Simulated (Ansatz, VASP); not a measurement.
**One calculation of LuAuC6, two programs**

```
CELL_PARAMETERS angstrom
3.13338 0.00000 0.00000
0.00000 3.13338 0.00000
0.00000 0.00000 7.92146
ATOMIC_POSITIONS crystal
Lu 0.00000 0.00000 0.50000
C 0.50000 0.50000 0.30637
C 0.50000 0.50000 0.69363
C 0.00000 0.50000 0.22726
C 0.00000 0.50000 0.77274
C 0.50000 0.00000 0.22726
C 0.50000 0.00000 0.77274
Au 0.00000 0.00000 0.00000
```

Change from the starting cell: species swapped into the CeAl6Pd type (P4/mmm, No. 123).

Alike in both runs: functional PBE; k mesh 12 × 12 × 6; occupations gaussian, width 0.1 eV; no spin polarisation.

Ansatz relaxed the structure, and its values are those at the end. VASP's run is a single point on that final structure, the one shown.

```csv
,VASP,Ansatz
version,VASP 6.6.1,Ansatz 0.2.0
potentials or method,"VASP PAW PBE potentials, release 64 (Lu, C, Au), cutoff 520 eV","scalar-relativistic, plane waves, PAW"
valence electrons in the cell,60,68
```

Ansatz gave:

| Property | Result |
| --- | --- |
| gap on the k mesh at the Fermi level (eV) | none |
| pressure (GPa) | 0.0 |
| rms of the force components (eV/Å) | 0.000 |

Which values does VASP return?

gap on the k mesh at the Fermi level (eV): none; pressure (GPa): 0.3; rms of the force components (eV/Å): 0.006.

A gap of «none» marks a metal or a gap that the smearing closes. VASP's potentials hold 60 valence electrons a cell and Ansatz's 68, so a difference there can come from the potentials and not from the codes.

Neither program's run includes spin-orbit coupling.
